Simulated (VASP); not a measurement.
# Ti (Im-3m) in VASP: a series of runs

Ti is run at these levels: PBEsol; tasks: single point.

Everything below comes from runs of VASP 6.6.1. Logs are shortened: lines on timing, memory, paths and dates and some standing lists are left out, and cuts for length are marked.

**1. The cell of the first run**

It takes space group Im-3m (No. 229, cubic). The conventional cell has a = 3.130 Å, b = 3.130 Å, c = 3.130 Å, α = 90.00°, β = 90.00°, γ = 90.00°. Ti (site symmetry m-3m) has 14 Ti at 2.71 to 3.13 Å within 3.6 Å.

**2. Single point, PBEsol**

INCAR reads:

```
PREC = Accurate
ENCUT = 520
EDIFF = 1E-7
ISMEAR = -1
SIGMA = 0.1
LREAL = F
LASPH = T
NELM = 100
ALGO = Normal
ISIF = 2
LWAVE = F
LCHARG = F
GGA = PS
NBANDS = 12
```

KPOINTS reads:

```
Automatic mesh
0
Gamma
  10 10 10
```

POSCAR reads:

```
Ti
1.0
    1.5648526895      1.5648526895      1.5648526895
   -1.5648526895      1.5648526895      1.5648526895
   -1.5648526895     -1.5648526895      1.5648526895
Ti
1
Direct
    0.0000000000      0.0000000000      0.0000000000
```

Potentials or basis: VASP PAW PBE potentials, release 64 (Ti_sv).

Started as:

```
$ cat potpaw_PBE.64/Ti_sv/POTCAR > POTCAR
$ mpirun -np 1 vasp_std > vasp.out
```

OUTCAR:

```text
PREC = Accurate
   ENCUT = 520
   EDIFF = 1E-7
   ISMEAR = -1
   LREAL = F
   LASPH = T
   NELM = 100
   ISIF = 2
   GGA = PS

 ion  position               nearest neighbor table
   1  0.000  0.000  0.000-

  LATTYP: Found a body centered cubic cell.
 ALAT       =     3.1297053790

  Lattice vectors:

 A1 = (   1.5648526895,  -1.5648526895,  -1.5648526895)
 A2 = (   1.5648526895,   1.5648526895,   1.5648526895)
 A3 = (  -1.5648526895,  -1.5648526895,   1.5648526895)

Analysis of symmetry for initial positions (statically):
=====================================================================
 Subroutine PRICEL returns:
 Original cell was already a primitive cell.

 Routine SETGRP: Setting up the symmetry group for a
 body centered cubic supercell.

 Subroutine GETGRP returns: Found 48 space group operations
 (whereof 48 operations were pure point group operations)
 out of a pool of 48 trial point group operations.

The static configuration has the point symmetry O_h .

Analysis of symmetry for dynamics (positions and initial velocities):
=====================================================================
 Subroutine PRICEL returns:
 Original cell was already a primitive cell.

 Routine SETGRP: Setting up the symmetry group for a
 body centered cubic supercell.

 Subroutine GETGRP returns: Found 48 space group operations
 (whereof 48 operations were pure point group operations)
 out of a pool of 48 trial point group operations.

The dynamic configuration has the point symmetry O_h .

 Subroutine INISYM returns: Found 48 space group operations
 (whereof 48 operations are pure point group operations),
 and found     1 'primitive' translations

----------------------------------------------------------------------------------------

                                     Primitive cell

  volume of cell :      15.3278

  direct lattice vectors                    reciprocal lattice vectors
     1.564852689  1.564852689  1.564852689     0.319518894  0.000000000  0.319518894
    -1.564852689  1.564852689  1.564852689    -0.319518894  0.319518894  0.000000000
    -1.564852689 -1.564852689  1.564852689     0.000000000 -0.319518894  0.319518894

  length of vectors
     2.710404365  2.710404365  2.710404365     0.451867953  0.451867953  0.451867953

  position of ions in fractional coordinates (direct lattice)
     0.000000000  0.000000000  0.000000000

  ion indices of the primitive-cell ions
   primitive index   ion index
                 1           1

----------------------------------------------------------------------------------------

 KPOINTS: Automatic mesh

Automatic generation of k-mesh.
 Grid dimensions read from file:
 generate k-points for:   10   10   10

 Generating k-lattice:

  Cartesian coordinates                     Fractional coordinates (reciprocal lattice)
     0.031951889  0.000000000  0.031951889     0.100000000  0.000000000  0.000000000
    -0.031951889  0.031951889  0.000000000     0.000000000  0.100000000  0.000000000
     0.000000000 -0.031951889  0.031951889     0.000000000  0.000000000  0.100000000

  Length of vectors
     0.045186795  0.045186795  0.045186795

  Shift w.r.t. Gamma in fractional coordinates (k-lattice)
     0.000000000  0.000000000  0.000000000

 Subroutine IBZKPT returns following result:
 ===========================================

 Found     47 irreducible k-points:

 Following reciprocal coordinates:
            Coordinates               Weight
  0.000000  0.000000  0.000000      1.000000
  0.100000  0.000000  0.000000     12.000000
  0.200000  0.000000  0.000000     12.000000
  0.300000  0.000000  0.000000     12.000000
  0.400000  0.000000  0.000000     12.000000
  0.500000  0.000000  0.000000      6.000000
[... 16 lines left out ...]
  0.100000  0.300000  0.100000      8.000000
  0.500000  0.300000  0.100000     24.000000
 [... further k-points ...]
   k-points           NKPTS =     47   k-points in BZ     NKDIM =     47   number of bands    NBANDS=     12
   number of dos      NEDOS =    301   number of ions     NIONS =      1
   total plane-waves  NPLWV =   8000
   dimension x,y,z NGX =    20 NGY =   20 NGZ =   20
   dimension x,y,z NGXF=    40 NGYF=   40 NGZF=   40
   ions per type =               1
   NGX,Y,Z   is equivalent  to a cutoff of  12.27, 12.27, 12.27 a.u.
   NGXF,Y,Z  is equivalent  to a cutoff of  24.53, 24.53, 24.53 a.u.
 SYSTEM =  unknown system
   PREC   = accura    normal or accurate (medium, high low for compatibility)
   ISTART =      0    job   : 0-new  1-cont  2-samecut
   ICHARG =      2    charge: 1-file 2-atom 10-const
   ISPIN  =      1    spin polarized calculation?
   LNONCOLLINEAR =      F non collinear calculations
   LSORBIT =      F    spin-orbit coupling
   LASPH  =      T    aspherical Exc in radial PAW
   ENCUT  =  520.0 eV  38.22 Ry    6.18 a.u.   5.04  5.04  5.04*2*pi/ulx,y,z
   NELM   =    100;   NELMIN=  2; NELMDL= -5     # of ELM steps
   EDIFF  = 0.1E-06   stopping-criterion for ELM
   LREAL  =      F    real-space projection
   EDIFFG = 0.1E-05   stopping-criterion for IOM
   NSW    =      0    number of steps for IOM
   IBRION =     -1    ionic relax: 0-MD 1-quasi-New 2-CG
   NFREE  =      0    steps in history (QN), initial steepest desc. (CG)
   ISIF   =      2    stress and relaxation
   ISYM   =      2    0-nonsym 1-usesym 2-fastsym
   POTIM  = 0.5000    time-step for ionic-motion
   TEBEG  =    0.0;   TEEND  =   0.0 temperature during run
   PSTRESS=    0.0 pullay stress
   NELECT =      12.0000    total number of electrons
   NUPDOWN=      -1.0000    fix difference up-down
   EMIN   =  10.00;   EMAX   =-10.00  energy-range for DOS
   EFERMI =   0.00;   METHOD = LEGACY
   ISMEAR =    -1;   SIGMA  =   0.10  broadening in eV -4-tet -1-fermi 0-gaus
   EFERMI_NEDOS =   21; number of points for ismear=-14 and -15
   IALGO  =     38    algorithm
   IMIX   =      4    mixing-type and parameters
     AMIX     =   0.40;   BMIX     =  1.00
     AMIX_MAG =   1.60;   BMIX_MAG =  1.00
  volume/ion in A,a.u.               =      15.33       103.44
  Fermi-wavevector in a.u.,A,eV,Ry     =   1.508835  2.851285 30.974798  2.276583
  Thomas-Fermi vector in A             =   2.619237
   LORBIT       =      0    0 simple, 1 ext, 2 COOP (PROOUT), +10 PAW based schemes
   GGA     = PS    functional components
   LHFCALC =     F    Hartree Fock is set to
   AEXX    =    0.0000 exact exchange contribution
   IVDW    =     0    specifies the selected vdW correction
   LEPSILON=     F    determine dielectric tensor
   LRPA    =     F    only Hartree local field effects (RPA)
 non-spin polarized calculation
  energy-cutoff  :      520.00
  volume of cell :       15.33
 maximum number of plane-waves:       426
   NGX =  9   NGY =  9   NGZ =  9

 number of electron      11.9999992 magnetization

 Free energy of the ion-electron system (eV)
  ---------------------------------------------------
  ext. energy  EPLUGINS =         0.00000000
  ---------------------------------------------------
  free energy    TOTEN  =        -8.23567010 eV

  energy without entropy =       -8.17244981  energy(sigma->0) =       -8.20405996

 E-fermi :   9.3166     XC(G=0): -12.2408

 val. band max:        9.2712520602   @ k =   0.3000   0.0000   0.0000
 cond. band min:       9.3625520343   @ k =   0.4000   0.2000   0.0000
 fundamental gap:      0.0912999741
 Fermi energy:         9.3165874709

 k-point     1 :       0.0000    0.0000    0.0000
  band No.  band energies     occupation
      1     -46.7491      2.00000
      2     -22.5178      2.00000
      3     -22.5178      2.00000
      4     -22.5178      2.00000
      5       3.1188      2.00000
      6      10.4050      0.00004
      7      10.4050      0.00004
      8      10.4050      0.00004
      9      12.4695      0.00000
     10      12.4695      0.00000
     11      27.6334      0.00000
     12      27.6334      0.00000

 k-point     2 :       0.1000    0.0000    0.0000
  band No.  band energies     occupation
      1     -46.7284      2.00000
      2     -22.6197      2.00000
      3     -22.5482      2.00000
      4     -22.5187      2.00000
      5       3.5010      2.00000
      6      10.2216      0.00023
      7      10.3413      0.00007
      8      10.6979      0.00000
      9      12.2692      0.00000
     10      12.4811      0.00000
     11      27.2789      0.00000
     12      27.6157      0.00000

 k-point     3 :       0.2000    0.0000    0.0000
  band No.  band energies     occupation
      1     -46.6738      2.00000
      2     -22.8811      2.00000
      3     -22.6270      2.00000
      4     -22.5212      2.00000
      5       4.5326      2.00000
      6       9.7732      0.02057
      7      10.0161      0.00183
      8      11.5211      0.00000
      9      12.0835      0.00000
     10      12.5377      0.00000
     11      25.8016      0.00000
     12      26.8883      0.00000
[... 286 lines left out ...]
 k-point    23 :       0.1000    0.3000    0.1000
  band No.  band energies     occupation
      1     -46.6446      2.00000
      2     -23.0254      2.00000
      3     -22.5936      2.00000
      4     -22.5936      2.00000
      5       5.1748      2.00000
      6       9.4919      0.29531
      7       9.4919      0.29531
      8      12.3757      0.00000
      9      12.3868      0.00000
     10      12.3868      0.00000
     11      25.5908      0.00000
     12      25.5908      0.00000

 k-point    24 :       0.5000    0.3000    0.1000
  band No.  band energies     occupation
      1     -46.4985      2.00000
      2     -23.3397      2.00000
      3     -23.0335      2.00000
      4     -22.6738      2.00000
      5       7.7911      2.00000
      6       8.4235      1.99974
      7       9.5176      0.23633
      8      12.0267      0.00000
      9      13.1178      0.00000
     10      15.7187      0.00000
     11      21.1641      0.00000
     12      21.2114      0.00000

 [... further k-points ...]

------------------------ aborting loop because EDIFF is reached ----------------------------------------

  FORCE on cell =-STRESS in cart. coord.  units (eV):
  Direction    XX          YY          ZZ          XY          YZ          ZX
  --------------------------------------------------------------------------------------
  -------------------------------------------------------------------------------------
  Total        0.9193956      0.9193956      0.9193956     -0.0000000     -0.0000000      0.0000000
  in kB       96.1020404     96.1020404     96.1020404     -0.0000000     -0.0000000      0.0000000
  external PRESSURE =      96.1020404 kB  Pullay stress =       0.0000000 kB

 VOLUME and BASIS-vectors are now :
 -----------------------------------------------------------------------------
  energy-cutoff  :      520.00
  volume of cell :       15.33
      direct lattice vectors                 reciprocal lattice vectors
     1.564852689  1.564852689  1.564852689     0.319518894  0.000000000  0.319518894
    -1.564852689  1.564852689  1.564852689    -0.319518894  0.319518894  0.000000000
    -1.564852689 -1.564852689  1.564852689     0.000000000 -0.319518894  0.319518894

 POSITION                                       TOTAL-FORCE (eV/Angst)
 -----------------------------------------------------------------------------------
      0.00000      0.00000      0.00000         0.000000     -0.000000      0.000000
 -----------------------------------------------------------------------------------
    total drift:                               -0.000000     -0.000000      0.000000

  FREE ENERGIE OF THE ION-ELECTRON SYSTEM (eV)
  ---------------------------------------------------
  free  energy   TOTEN  =        -8.2356700994 eV

  energy  without entropy=       -8.1724498138  energy(sigma->0) =       -8.20405996
```

It took 6.4 s on 1 thread of Intel Xeon 6455B, shared host; peak memory 0.13 GiB.

Results:

| Item | Value |
| --- | --- |
| Free energy | -8.2357 eV |
| Pressure | 9.6 GPa |
| Band gap on the k mesh | zero (band 6 reaches 10.40 eV, above the bottom of band 7 at 8.55 eV) |

Levels at points of the mesh, in eV from the Fermi level:
```csv
k point,band 3,band 4,band 5,band 6,band 7,band 8,band 9,band 10
"(0.00, 0.00, 0.00)",-31.83,-31.83,-6.20,1.09,1.09,1.09,3.15,3.15
"(0.50, 0.00, 0.00)",-32.15,-31.84,-2.79,-0.55,1.60,3.17,3.58,5.01
"(0.50, 0.50, 0.50)",-32.52,-32.52,-2.57,-2.57,4.59,4.59,4.59,9.44
```

Caveat: the PAW data sets were made with another functional, which shifts forces and pressure a little.

**3. Single point, PBEsol**

This run uses another cell than the first one, of 16.60 Å³/atom, 1.083 times its volume.

INCAR reads:

```
PREC = Accurate ; ENCUT = 520
EDIFF = 1E-6 ; ISMEAR = -1
SIGMA = 0.1 ; LREAL = False
LASPH = True ; NELM = 100
ALGO = Normal ; ISIF = 2
LWAVE = False ; LCHARG = True
GGA = PS ; LELF = True
LVHAR = True ; NBANDS = 12
```

KPOINTS reads:

```
regular mesh
0
Gamma
  10 10 10
```

POSCAR reads:

```
Ti
1.0
    1.6070188430      1.6070188430      1.6070188430
   -1.6070188430      1.6070188430      1.6070188430
   -1.6070188430     -1.6070188430      1.6070188430
Ti
1
Direct
    0.0000000000      0.0000000000      0.0000000000
```

Potentials or basis: VASP PAW PBE potentials, release 64 (Ti_sv).

Started as:

```
$ cat potpaw_PBE.64/Ti_sv/POTCAR > POTCAR
$ mpirun -np 1 vasp_std > vasp.out
```

It took 7.3 s on 1 thread of Intel Xeon 6455B, shared host; peak memory 0.14 GiB.

The run converged. Its results:

```
Free energy            : -8.2712 eV
Pressure               : -0.3 GPa
Band gap on the k mesh : zero (band 6 reaches 9.46 eV, above the bottom of band 7 at 7.74 eV)
```

Levels at points of the mesh, in eV from the Fermi level:
| k point | band 3 | band 4 | band 5 | band 6 | band 7 | band 8 | band 9 | band 10 |
| --- | --- | --- | --- | --- | --- | --- | --- | --- |
| (0.00, 0.00, 0.00) | -32.10 | -32.10 | -6.04 | 1.03 | 1.03 | 1.03 | 2.90 | 2.90 |
| (0.50, 0.00, 0.00) | -32.35 | -32.11 | -2.57 | -0.45 | 1.30 | 2.90 | 3.27 | 4.54 |
| (0.50, 0.50, 0.50) | -32.64 | -32.64 | -2.26 | -2.26 | 4.17 | 4.17 | 4.17 | 8.73 |

Caveat: the PAW data sets were made with another functional, which shifts forces and pressure a little.

**4. Single point, PBEsol**

This run uses another cell than the first one, of 15.92 Å³/atom, 1.038 times its volume.

INCAR reads:

```
PREC = Accurate
ENCUT = 520
EDIFF = 1E-7
ISMEAR = -1
SIGMA = 0.1
LREAL = False
LASPH = True
NELM = 80
ALGO = Normal
ISIF = 2
LWAVE = False
LCHARG = False
GGA = PS
NBANDS = 12
```

KPOINTS is that of step 3.

POSCAR reads:

```
Ti
1.0
    1.5846641263      1.5846641263      1.5846641263
   -1.5846641263      1.5846641263      1.5846641263
   -1.5846641263     -1.5846641263      1.5846641263
Ti
1
Direct
    0.0000000000      0.0000000000      0.0000000000
```

Started as:

```
$ cat potpaw_PBE.64/Ti_sv/POTCAR > POTCAR
$ mpirun -np 1 vasp_std > vasp.out
```

Run time: 6.8 s. Hardware: 1 thread of Intel Xeon 6455B, shared host; peak memory 0.13 GiB.

The run converged. Its results:

* Free energy: -8.2619 eV
* Pressure: 4.6 GPa
* Band gap on the k mesh: zero (band 6 reaches 9.95 eV, above the bottom of band 7 at 8.16 eV)

Levels at points of the mesh, in eV from the Fermi level:
| k point | band 3 | band 4 | band 5 | band 6 | band 7 | band 8 | band 9 | band 10 |
| --- | --- | --- | --- | --- | --- | --- | --- | --- |
| (0.00, 0.00, 0.00) | -31.96 | -31.96 | -6.13 | 1.06 | 1.06 | 1.06 | 3.03 | 3.03 |
| (0.50, 0.00, 0.00) | -32.24 | -31.97 | -2.68 | -0.50 | 1.45 | 3.04 | 3.43 | 4.79 |
| (0.50, 0.50, 0.50) | -32.57 | -32.57 | -2.41 | -2.41 | 4.38 | 4.38 | 4.38 | 9.10 |

Caveat: the PAW data sets were made with another functional, which shifts forces and pressure a little.

**5. The runs side by side**

```csv
cell,gap on the mesh (eV),pressure (GPa)
"a = 2.710 Å, angles 70.5, 109.5, 70.5°, 1 atom",none,9.6
"a = 2.783 Å, angles 70.5, 109.5, 70.5°, 1 atom",none,-0.3
"a = 2.745 Å, angles 70.5, 109.5, 70.5°, 1 atom",none,4.6
```

Alike in all rows: task single point; level PBEsol; potentials or basis VASP PAW PBE potentials, release 64 (Ti_sv); no spin polarisation; k mesh 10 × 10 × 10; cutoff (eV) 520; smearing fermi-dirac 0.1 eV.

Caveats: the PAW data sets were made with another functional, which shifts forces and pressure a little.

Absolute energies hang on the potentials; compare differences alone.
